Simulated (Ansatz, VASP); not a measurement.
## One calculation of Re, two programs

File INCAR:

```
ALGO = Normal
EDIFF = 1E-7
ENCUT = 520
GGA = RE
ISIF = 2
ISMEAR = -1
LASPH = True
LCHARG = True
LELF = True
LREAL = False
LVHAR = True
LWAVE = False
NBANDS = 14
NELM = 80
PREC = Accurate
SIGMA = 0.1
```

KPOINTS

```
k-points
0
Gamma
  11 11 11
```

Contents of POSCAR:

```
Re
1.0
    0.0000000000      2.7968701024      2.7968701024
    2.7968701024      0.0000000000      2.7968701024
    2.7968701024      2.7968701024      0.0000000000
Re
2
Direct
    0.1250000000      0.1250000000      0.1250000000
    0.8750000000      0.8750000000      0.8750000000
```

Input for Ansatz:

```yaml
crystal:
  lattice:
    - [0.0, 2.7968701024, 2.7968701024]
    - [2.7968701024, 0.0, 2.7968701024]
    - [2.7968701024, 2.7968701024, 0.0]
  atoms:
    - { symbol: Re, position: [0.125, 0.125, 0.125] }
    - { symbol: Re, position: [0.875, 0.875, 0.875] }
hamiltonian:
  xc: revpbe
  pseudopotentials:
    kind: paw
    azcp:
      Re: "pseudopotentials/Re.paw.azcp"
basis:
  ecutwfc: 420
  fft_grid_basis: typed
kpoints:
  mp_grid: { grid: [11, 11, 11], shift: [0, 0, 0] }
magnetization:
  spin_polarized: false
scf:
  occupations: { method: fermi_dirac, width: 0.1 }
  lower_state_search: "off"
output:
  stress: true
  write_density: true
  write_potential: true
  elf: true
  volumetric_format: npy
```

Alike in both runs: task single point; functional revPBE; k mesh 11 × 11 × 11; occupations fermi-dirac, width 0.1 eV; no spin polarisation.

|  | VASP | Ansatz |
| --- | --- | --- |
| version | VASP 6.6.1 | Ansatz 0.2.0 |
| potentials or method | VASP PAW PBE potentials, release 64 (Re), cutoff 520 eV | plane waves (420 eV) with PAW, scalar-relativistic |
| valence electrons in the cell | 14 | 30 |

```tsv
	VASP	Ansatz	Ansatz less VASP
pressure (GPa)	5.7	7.6	+1.92
```

VASP's potentials were made for PBE, not for revPBE. The functional is the same, so the differences come from potentials, cutoffs and numerics. VASP's potentials hold 14 valence electrons a cell and Ansatz's 30, so a difference there can come from the potentials and not from the codes.

Spin-orbit coupling is off throughout.
